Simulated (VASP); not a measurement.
Runs of VASP 6.6.1 on Pb. The structure is that of space group P6_3/mmc (No. 194), or close to it. The cells are those of the table. This isn't the form of Pb at room conditions, which is fcc.

```tsv
task	cell	gap on the mesh (eV)	pressure (GPa)
single point	a = 3.410, b = 3.410, c = 5.590 Å, angles 90.0, 90.0, 120.0°, 2 atoms	none	(a)
single point	a = 3.457, b = 3.457, c = 5.552 Å, angles 90.0, 90.0, 120.0°, 2 atoms	none	2.0
single point	a = 3.468, b = 3.468, c = 5.571 Å, angles 90.0, 90.0, 120.0°, 2 atoms	none	1.4
single point	a = 3.409, b = 3.409, c = 5.476 Å, angles 90.0, 90.0, 120.0°, 2 atoms	none	4.6
single point	a = 3.433, b = 3.433, c = 5.514 Å, angles 90.0, 90.0, 120.0°, 2 atoms	none	3.2
single point	a = 3.480, b = 3.480, c = 5.478 Å, angles 90.0, 90.0, 120.0°, 2 atoms	none	(b)
electric field gradients	a = 3.433, b = 3.433, c = 5.514 Å, angles 90.0, 90.0, 120.0°, 2 atoms	none	3.2
single point	a = 3.548, b = 3.548, c = 5.700 Å, angles 90.0, 90.0, 120.0°, 2 atoms	none	-1.7
```

Alike in all rows: level PBEsol; potentials or basis VASP PAW PBE potentials, release 64 (Pb_d); no spin polarisation; k mesh 14 × 14 × 8; cutoff (eV) 520; smearing fermi-dirac 0.08 eV.

Question: Fill in the values left out.

Answer: (a) 3.1; (b) 2.1.

Caveats: the PAW data sets were made with another functional, which shifts forces and pressure a little; spin-orbit coupling is left out, which moves the levels of the heavy elements; the cell stands under pressure (at least some runs).

A k mesh can miss the band edges, and the runs leave out spin-orbit coupling on Pb.

A gap of «none» marks levels without a gap at the run's occupations.
